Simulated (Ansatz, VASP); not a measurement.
Si3Br in VASP and in Ansatz

```
Si Br
1.0
     4.15613    0.00000    0.00000
     0.00000    4.15613    0.00000
     0.00000    0.00000    4.11341
Si Br
3 1
Direct
  0.00000 0.50000 0.50000
  0.50000 0.00000 0.50000
  0.50000 0.50000 0.00000
  0.00000 0.00000 0.00000
```

Alike in both runs: task relaxation of cell and atoms; functional PBE; k mesh 4 × 4 × 4; occupations gaussian, width 0.1 eV; no spin polarisation.

|  | VASP | Ansatz |
| --- | --- | --- |
| version | VASP 6.6.1 | Ansatz 0.2.0 |
| potentials or method | VASP PAW PBE potentials, release 64 (Si, Br), cutoff 600 eV | scalar-relativistic, plane waves, PAW |
| valence electrons in the cell | 19 | 19 |

|  | VASP | Ansatz | Ansatz less VASP |
| --- | --- | --- | --- |
| gap on the k mesh at the Fermi level, each at its own relaxed structure (eV) | none | none | - |
| relaxed volume (Å³/atom) | 19.13 | 19.19 | +0.054 |
| relaxed cell length with the largest relative difference (Å) | 4.265 | 4.275 | +0.0107 |

A gap of «none» marks a metal or a gap that the smearing closes.

The k mesh is coarse, so the values compare programs but aren't converged.
